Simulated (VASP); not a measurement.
GaAs:

```
Ga As
1.0
     0.00000    2.82685    2.82685
     2.82685    0.00000    2.82685
     2.82685    2.82685    0.00000
Ga As
1 1
Direct
  0.00000 0.00000 0.00000
  0.25000 0.25000 0.25000
```

```yaml
Program: VASP 6.6.1
Task: relaxation of volume and atoms at fixed shape
Functional: PBE
Potentials_or_basis: VASP PAW PBE potentials, release 64 (Ga_d, As)
Cutoff: 500 eV
k_mesh: 6 × 6 × 6
Occupations: gaussian, width 0.01 eV
Spin: no spin polarisation
```

At the start: pressure 3.4 GPa; volume 22.59 Å³/atom.

Q: How do energy, volume and symmetry change on relaxing?

A: Over 3 steps the energy falls by 11.8 meV/atom and the volume is 23.75 Å³/atom (+5.1 %); space group F-43m (No. 216, to 0.05 Å).

Step by step:
```csv
step,energy change (eV),largest force (eV/Å),pressure (GPa),volume (Å³)
1,0.0000,0.0000,3.45,45.18
2,-0.0202,0.0000,-1.04,48.43
3,-0.0237,0.0000,-0.02,47.50
```

Final structure:
```
CELL_PARAMETERS angstrom
0.00000 2.87435 2.87435
2.87435 0.00000 2.87435
2.87435 2.87435 0.00000
ATOMIC_POSITIONS crystal
Ga 0.00000 0.00000 0.00000
As 0.25000 0.25000 0.25000
```
